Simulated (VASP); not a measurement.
Crystal: NbAl2.

```
Al Nb
1.0
    -3.03552    3.03552    2.52677
     3.03552   -3.03552    2.52677
     3.03552    3.03552   -2.52677
Al Nb
4 2
Direct
  0.66700 0.16700 0.83400
  0.16700 0.33300 0.50000
  0.33300 0.83300 0.16600
  0.83300 0.66700 0.50000
  0.25000 0.25000 0.00000
  0.75000 0.75000 0.00000
```

| Item | Value |
| --- | --- |
| Program | VASP 6.6.1 |
| Task | relaxation of cell and atoms |
| Functional | PBE |
| Potentials or basis | VASP PAW PBE potentials, release 64 (Al, Nb_sv) |
| Cutoff | 600 eV |
| k mesh | 4 × 4 × 4 |
| Occupations | gaussian, width 0.1 eV |
| Spin | no spin polarisation |

At the start: pressure 30.5 GPa; volume 15.52 Å³/atom.

Problem. How do energy, volume and symmetry change on relaxing?

Solution. Over 18 steps the energy falls by 353.5 meV/atom and the volume is 19.41 Å³/atom (+25.0 %); space group I4/mcm (No. 140, to 0.1 Å) before and after.

The path:
| step | energy change (eV) | largest force (eV/Å) | pressure (GPa) | volume (Å³) |
| --- | --- | --- | --- | --- |
| 1 | 0.0000 | 0.3490 | 30.52 | 93.13 |
| 2 | -0.9111 | 0.9094 | -12.07 | 138.85 |
| 3 | -1.8928 | 0.5473 | -0.56 | 116.47 |
| 4 | -1.8929 | 0.5342 | -0.16 | 115.97 |
| 5 | -2.0155 | 0.3856 | -0.13 | 116.21 |
| 6 | -2.0743 | 0.2518 | 0.04 | 116.35 |
| 7 | -2.1147 | 0.0925 | 0.77 | 116.40 |
| 8 | -2.1071 | 0.0115 | 0.29 | 116.42 |
| 9 | -2.1164 | 0.0708 | 0.56 | 116.41 |
| 10 | -2.1163 | 0.0788 | 0.63 | 116.40 |
| 11 | -2.1153 | 0.0229 | -0.83 | 118.21 |
| 12 | -2.1182 | 0.0538 | -0.04 | 117.21 |
| 13 | -2.1189 | 0.0465 | -0.03 | 117.14 |
| 14 | -2.1202 | 0.0253 | -0.11 | 116.96 |
| 15 | -2.1194 | 0.0160 | -0.22 | 116.59 |
| 16 | -2.1204 | 0.0109 | -0.14 | 116.83 |
| 17 | -2.1207 | 0.0099 | -0.08 | 116.74 |
| 18 | -2.1213 | 0.0071 | 0.08 | 116.44 |

Final structure:
```
Al Nb
1.0
    -3.43908    3.43908    2.46135
     3.43908   -3.43908    2.46135
     3.43908    3.43908   -2.46135
Al Nb
4 2
Direct
  0.67188 0.17188 0.84375
  0.17188 0.32812 0.50000
  0.32812 0.82812 0.15625
  0.82812 0.67188 0.50000
  0.25000 0.25000 0.00000
  0.75000 0.75000 0.00000
```

Caveat: the k points lie up to 0.39 Å⁻¹ apart in the final cell, too coarse for converged energies and pressures of a metal; the volume moved by over 15 % at a fixed basis, so the end points are rough.
